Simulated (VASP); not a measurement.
# F (Fd-3m) in VASP: relaxation of cell and atoms with PBE

Aim: the relaxation of cell and atoms of F with PBE.

Everything below comes from runs of VASP 6.6.1. Logs are shortened: lines on timing, memory, paths and dates and some standing lists are left out, and cuts for length are marked.

### 1 The cell of the first run

It takes space group Fd-3m (No. 227, cubic). The conventional cell has a = 4.465 Å, b = 4.465 Å, c = 4.465 Å, α = 90.00°, β = 90.00°, γ = 90.00°. F (site symmetry -43m) has 4 F at 1.93 Å within 2.6 Å.

### 2 Relaxation of cell and atoms, PBE

INCAR reads:

```
SYSTEM = F
PREC     = Accurate       ! precision mode
ENCUT    = 910            ! plane-wave cutoff, eV
EDIFF    = 1E-7           ! SCF threshold, eV
ISMEAR   = -1             ! smearing method
SIGMA    = 0.05           ! smearing width, eV
LREAL    = .False.        ! projectors in reciprocal space
LASPH    = .True.         ! aspherical terms in the spheres
NELM     = 120            ! most SCF steps
ALGO     = Normal         ! electronic algorithm
ISIF     = 3              ! what is computed and relaxed
LWAVE    = .False.        ! write WAVECAR
LCHARG   = .False.        ! write CHGCAR
GGA      = PE             ! functional
IBRION   = 2              ! ionic algorithm
NSW      = 100            ! ionic steps
EDIFFG   = -0.005         ! ionic threshold
GGA_COMPAT= .False.      
NELMIN   = 4
```

KPOINTS reads:

```
regular mesh
0
Gamma
  16 16 16
  0 0 0
```

POSCAR reads:

```
F
1.0
    0.0000000000      2.2322827293      2.2322827293
    2.2322827293      0.0000000000      2.2322827293
    2.2322827293      2.2322827293      0.0000000000
F
2
Direct
    0.0000000000      0.0000000000      0.0000000000
    0.2500000000      0.2500000000      0.2500000000
```

Potentials or basis: VASP PAW PBE potentials, release 64 (F_h).

The run is started by

```console
> cat potpaw_PBE.64/F_h/POTCAR > POTCAR
> mpirun -np 1 vasp_std > vasp.out
```

OUTCAR:

```text
SYSTEM = F
   PREC = Accurate
   ENCUT = 910
   EDIFF = 1E-7
   ISMEAR = -1
   LREAL = .False.
   LASPH = .True.
   NELM = 120
   ISIF = 3
   GGA = PE
   IBRION = 2
   NSW = 100
   EDIFFG = -0.005
   NELMIN = 4

 ion  position               nearest neighbor table
   1  0.000  0.000  0.000-
   2  0.250  0.250  0.250-

  LATTYP: Found a face centered cubic cell.
 ALAT       =     4.4645654586

  Lattice vectors:

 A1 = (   0.0000000000,   2.2322827293,   2.2322827293)
 A2 = (   2.2322827293,   0.0000000000,   2.2322827293)
 A3 = (   2.2322827293,   2.2322827293,   0.0000000000)

Analysis of symmetry for initial positions (statically):
=====================================================================
 Subroutine PRICEL returns:
 Original cell was already a primitive cell.

 Routine SETGRP: Setting up the symmetry group for a
 face centered cubic supercell.

 Subroutine GETGRP returns: Found 48 space group operations
 (whereof 24 operations were pure point group operations)
 out of a pool of 48 trial point group operations.

The static configuration has the point symmetry T_d .
 The point group associated with its full space group is O_h .

Analysis of symmetry for dynamics (positions and initial velocities):
=====================================================================
 Subroutine PRICEL returns:
 Original cell was already a primitive cell.

 Routine SETGRP: Setting up the symmetry group for a
 face centered cubic supercell.

 Subroutine GETGRP returns: Found 48 space group operations
 (whereof 24 operations were pure point group operations)
 out of a pool of 48 trial point group operations.

The dynamic configuration has the point symmetry T_d .
 The point group associated with its full space group is O_h .

 Subroutine INISYM returns: Found 48 space group operations
 (whereof 24 operations are pure point group operations),
 and found     1 'primitive' translations

----------------------------------------------------------------------------------------

                                     Primitive cell

  volume of cell :      22.2473

  direct lattice vectors                    reciprocal lattice vectors
     0.000000000  2.232282729  2.232282729    -0.223985964  0.223985964  0.223985964
     2.232282729  0.000000000  2.232282729     0.223985964 -0.223985964  0.223985964
     2.232282729  2.232282729  0.000000000     0.223985964  0.223985964 -0.223985964

  length of vectors
     3.156924511  3.156924511  3.156924511     0.387955071  0.387955071  0.387955071

  position of ions in fractional coordinates (direct lattice)
     0.000000000  0.000000000  0.000000000
     0.250000000  0.250000000  0.250000000

  ion indices of the primitive-cell ions
   primitive index   ion index
                 1           1
                 2           2

----------------------------------------------------------------------------------------

 KPOINTS: regular mesh

Automatic generation of k-mesh.
 Grid dimensions read from file:
 generate k-points for:   16   16   16

 Generating k-lattice:

  Cartesian coordinates                     Fractional coordinates (reciprocal lattice)
    -0.013999123  0.013999123  0.013999123     0.062500000  0.000000000  0.000000000
     0.013999123 -0.013999123  0.013999123     0.000000000  0.062500000  0.000000000
     0.013999123  0.013999123 -0.013999123     0.000000000  0.000000000  0.062500000

  Length of vectors
     0.024247192  0.024247192  0.024247192

  Shift w.r.t. Gamma in fractional coordinates (k-lattice)
     0.000000000  0.000000000  0.000000000

 Subroutine IBZKPT returns following result:
 ===========================================

 Found    145 irreducible k-points:

 Following reciprocal coordinates:
            Coordinates               Weight
  0.000000  0.000000  0.000000      1.000000
  0.062500  0.000000  0.000000      8.000000
  0.125000  0.000000  0.000000      8.000000
  0.187500  0.000000  0.000000      8.000000
  0.250000  0.000000  0.000000      8.000000
  0.312500  0.000000  0.000000      8.000000
[... 16 lines left out ...]
 -0.125000  0.062500  0.000000     24.000000
 -0.062500  0.062500  0.000000     12.000000
 [... further k-points ...]
   k-points           NKPTS =    145   k-points in BZ     NKDIM =    145   number of bands    NBANDS=     11
   number of dos      NEDOS =    301   number of ions     NIONS =      2
   total plane-waves  NPLWV =  32768
   dimension x,y,z NGX =    32 NGY =   32 NGZ =   32
   dimension x,y,z NGXF=    64 NGYF=   64 NGZF=   64
   ions per type =               2
   NGX,Y,Z   is equivalent  to a cutoff of  16.85, 16.85, 16.85 a.u.
   NGXF,Y,Z  is equivalent  to a cutoff of  33.70, 33.70, 33.70 a.u.
 SYSTEM =  F
   PREC   = accura    normal or accurate (medium, high low for compatibility)
   ISTART =      0    job   : 0-new  1-cont  2-samecut
   ICHARG =      2    charge: 1-file 2-atom 10-const
   ISPIN  =      1    spin polarized calculation?
   LNONCOLLINEAR =      F non collinear calculations
   LSORBIT =      F    spin-orbit coupling
   LASPH  =      T    aspherical Exc in radial PAW
   ENCUT  =  910.0 eV  66.88 Ry    8.18 a.u.   7.76  7.76  7.76*2*pi/ulx,y,z
   NELM   =    120;   NELMIN=  4; NELMDL= -5     # of ELM steps
   EDIFF  = 0.1E-06   stopping-criterion for ELM
   LREAL  =      F    real-space projection
   EDIFFG = -.5E-02   stopping-criterion for IOM
   NSW    =    100    number of steps for IOM
   IBRION =      2    ionic relax: 0-MD 1-quasi-New 2-CG
   NFREE  =      1    steps in history (QN), initial steepest desc. (CG)
   ISIF   =      3    stress and relaxation
   ISYM   =      2    0-nonsym 1-usesym 2-fastsym
   POTIM  = 0.5000    time-step for ionic-motion
   TEBEG  =    0.0;   TEEND  =   0.0 temperature during run
   PSTRESS=    0.0 pullay stress
   NELECT =      14.0000    total number of electrons
   NUPDOWN=      -1.0000    fix difference up-down
   EMIN   =  10.00;   EMAX   =-10.00  energy-range for DOS
   EFERMI =   0.00;   METHOD = LEGACY
   ISMEAR =    -1;   SIGMA  =   0.05  broadening in eV -4-tet -1-fermi 0-gaus
   EFERMI_NEDOS =   21; number of points for ismear=-14 and -15
   IALGO  =     38    algorithm
   IMIX   =      4    mixing-type and parameters
     AMIX     =   0.40;   BMIX     =  1.00
     AMIX_MAG =   1.60;   BMIX_MAG =  1.00
  volume/ion in A,a.u.               =      11.12        75.07
  Fermi-wavevector in a.u.,A,eV,Ry     =   1.402894  2.651086 26.777799  1.968113
  Thomas-Fermi vector in A             =   2.525611
   LORBIT       =      0    0 simple, 1 ext, 2 COOP (PROOUT), +10 PAW based schemes
   GGA     = PE    functional components
   LHFCALC =     F    Hartree Fock is set to
   AEXX    =    0.0000 exact exchange contribution
   IVDW    =     0    specifies the selected vdW correction
   LEPSILON=     F    determine dielectric tensor
   LRPA    =     F    only Hartree local field effects (RPA)
 conjugate gradient relaxation of ions
 non-spin polarized calculation
  energy-cutoff  :      910.00
  volume of cell :       22.25
 maximum number of plane-waves:      1411
   NGX = 15   NGY = 15   NGZ = 15

--------------------------------------- Ionic step        1  -------------------------------------------

 number of electron      13.9999995 magnetization

 Free energy of the ion-electron system (eV)
  ---------------------------------------------------
  ext. energy  EPLUGINS =         0.00000000
  ---------------------------------------------------
  free energy    TOTEN  =        -1.60839567 eV

  energy without entropy =       -1.57301475  energy(sigma->0) =       -1.59070521

------------------------ aborting loop because EDIFF is reached ----------------------------------------

  FORCE on cell =-STRESS in cart. coord.  units (eV):
  Direction    XX          YY          ZZ          XY          YZ          ZX
  --------------------------------------------------------------------------------------
  -------------------------------------------------------------------------------------
  Total        2.6301941      2.6301941      2.6301941      0.0000000      0.0000000     -0.0000000
  in kB      189.4178003    189.4178003    189.4178003      0.0000000      0.0000000     -0.0000000
  external PRESSURE =     189.4178003 kB  Pullay stress =       0.0000000 kB
[... 129 lines left out ...]
  energy  without entropy=       -1.7665362883  energy(sigma->0) =       -1.78892016

--------------------------------------- Ionic step        5  -------------------------------------------

 number of electron      14.0000012 magnetization

 Free energy of the ion-electron system (eV)
  ---------------------------------------------------
  ext. energy  EPLUGINS =         0.00000000
  ---------------------------------------------------
  free energy    TOTEN  =        -1.81132568 eV

  energy without entropy =       -1.76669693  energy(sigma->0) =       -1.78901131

 E-fermi :  -3.3789     XC(G=0):  -8.6066

 val. band max:       -3.3818466895   @ k =  -0.3750   0.1250   0.0000
 cond. band min:      -3.3786948816   @ k =  -0.4375   0.2500   0.0000
 fundamental gap:      0.0031518078
 Fermi energy:        -3.3789181750

 k-point     1 :       0.0000    0.0000    0.0000
  band No.  band energies     occupation
      1     -26.0319      2.00000
      2     -22.5403      2.00000
      3      -6.2736      2.00000
      4      -6.2736      2.00000
      5      -6.2736      2.00000
      6      -4.2342      2.00000
      7      -4.2342      2.00000
      8      -4.2342      2.00000
      9       6.7266      0.00000
     10      21.5724      0.00000
     11      21.5724      0.00000
[... 309 lines left out ...]
 k-point    24 :      -0.0625    0.0625    0.0000
  band No.  band energies     occupation
      1     -25.9695      2.00000
      2     -22.6148      2.00000
      3      -6.4074      2.00000
      4      -6.3181      2.00000
      5      -6.3134      2.00000
      6      -4.2382      2.00000
      7      -4.1883      2.00000
      8      -4.1065      2.00000
      9       7.0130      0.00000
     10      19.8661      0.00000
     11      20.4842      0.00000

 [... further k-points ...]

------------------------ aborting loop because EDIFF is reached ----------------------------------------

  FORCE on cell =-STRESS in cart. coord.  units (eV):
  Direction    XX          YY          ZZ          XY          YZ          ZX
  --------------------------------------------------------------------------------------
  -------------------------------------------------------------------------------------
  Total        0.0076221      0.0076221      0.0076221      0.0000000     -0.0000000     -0.0000000
  in kB        0.4708445      0.4708445      0.4708445      0.0000000     -0.0000000     -0.0000000
  external PRESSURE =       0.4708445 kB  Pullay stress =       0.0000000 kB
[... 17 lines left out ...]
  FREE ENERGIE OF THE ION-ELECTRON SYSTEM (eV)
  ---------------------------------------------------
  free  energy   TOTEN  =        -1.8113256841 eV

  energy  without entropy=       -1.7666969284  energy(sigma->0) =       -1.78901131

 reached required accuracy - stopping structural energy minimisation
```

It took 1.8 min on 1 thread of AMD EPYC 9R45 (Zen 5), shared host; peak memory 0.17 GiB.

Results:

* Free energy: -1.8113 eV
* Relaxed volume: 12.97 Å³/atom
* Relaxed cell: a = 3.323 Å, b = 3.323 Å, c = 3.323 Å, α = 60.00°, β = 60.00°, γ = 60.00°
* Space group after relaxing (to 0.1 Å): Fd-3m (No. 227)
* Energy gained by relaxing: 101.5 meV/atom
* Ionic steps: 5
* Pressure after relaxing: 0.0 GPa
* Band gap on the k mesh: zero (bands 7 and 8 overlap by 1.17 eV)

The path:
```tsv
step	energy change (eV)	largest force (eV/Å)	pressure (GPa)	volume (Å³)
1	0.0000	0.0000	18.94	22.25
2	-0.1945	0.0000	-3.30	26.76
3	-0.2029	0.0000	0.14	25.91
4	-0.2029	0.0000	-0.18	25.99
5	-0.2029	0.0000	0.05	25.94
```

Final structure:
```
F
1.0
     0.00000    2.34941    2.34941
     2.34941    0.00000    2.34941
     2.34941    2.34941    0.00000
F
2
Direct
  0.00000 0.00000 0.00000
  0.25000 0.25000 0.25000
```

Levels at points of the mesh, in eV from the Fermi level:
| k point | band 5 | band 6 | band 7 | band 8 | band 9 | band 10 |
| --- | --- | --- | --- | --- | --- | --- |
| (0.00, 0.00, 0.00) | -2.89 | -0.86 | -0.86 | -0.86 | 10.11 | 24.95 |
| (0.50, 0.00, 0.00) | -3.43 | -0.29 | -0.29 | -0.26 | 14.09 | 16.32 |
| (0.50, 0.50, 0.00) | -2.10 | -2.10 | 0.31 | 0.31 | 14.96 | 14.96 |

Caveat: the cutoff is under 1.25 times the usual one of these potentials, so pressure, stress and relaxed cells hold a basis-set (Pulay) error; the volume moved by over 15 % at a fixed basis, so the end points are rough.
